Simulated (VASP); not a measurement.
**Cd3H2: single point with PBE**

The system is Cd3H2.

```
Cd H
1.0
     3.31790    0.00000    0.00000
    -1.65895    2.87338    0.00000
     0.00000    0.00000    8.77972
Cd H
3 2
Direct
  0.00000 0.00000 0.00000
  0.33333 0.66667 0.72294
  0.66667 0.33333 0.27706
  0.33333 0.66667 0.37435
  0.66667 0.33333 0.62565
```

* Program: VASP 6.6.1
* Task: single point
* Functional: PBE
* Potentials or basis: VASP PAW PBE potentials, release 64 (Cd, H)
* Cutoff: 520 eV
* k mesh: 6 × 6 × 4
* Occupations: gaussian, width 0.1 eV
* Spin: no spin polarisation
* Dipole correction: no
* Further INCAR settings: ALGO = Normal; EDIFF = 1e-06; NBANDS = 27

```
Pressure               : 0.3 GPa
Largest force          : 0.028 eV/Å
Band gap on the k mesh : zero (bands 19 and 20 overlap by 0.75 eV)
```

Forces in eV/Å, atoms in the order of the input:
```
Cd   0.000  0.000  0.000
Cd   0.000  0.000  0.028
Cd   0.000  0.000 -0.028
H    0.000  0.000  0.014
H    0.000  0.000 -0.014
```

Levels at points of the mesh, in eV from the Fermi level:
| k point | band 17 | band 18 | band 19 | band 20 | band 21 | band 22 |
| --- | --- | --- | --- | --- | --- | --- |
| (0.00, 0.00, 0.00) | -6.84 | -5.71 | -1.37 | 2.50 | 7.07 | 7.32 |
| (0.50, 0.00, 0.00) | -3.79 | -1.80 | -1.70 | -0.33 | 0.78 | 4.14 |
| (0.00, 0.00, 0.50) | -7.86 | -4.41 | -2.70 | 3.82 | 6.75 | 7.79 |
| (0.50, 0.00, 0.50) | -3.85 | -2.03 | -1.98 | 0.39 | 1.67 | 2.99 |

Wall time 90 s on 1 thread of Intel(R) Xeon(R) Platinum 8259CL CPU @ 2.50GHz (Skylake/Cascade Lake), with other jobs on the host, peak memory 0.23 GiB.

Caveat: the k points lie up to 0.36 Å⁻¹ apart, too coarse for converged energies and pressures of a metal.
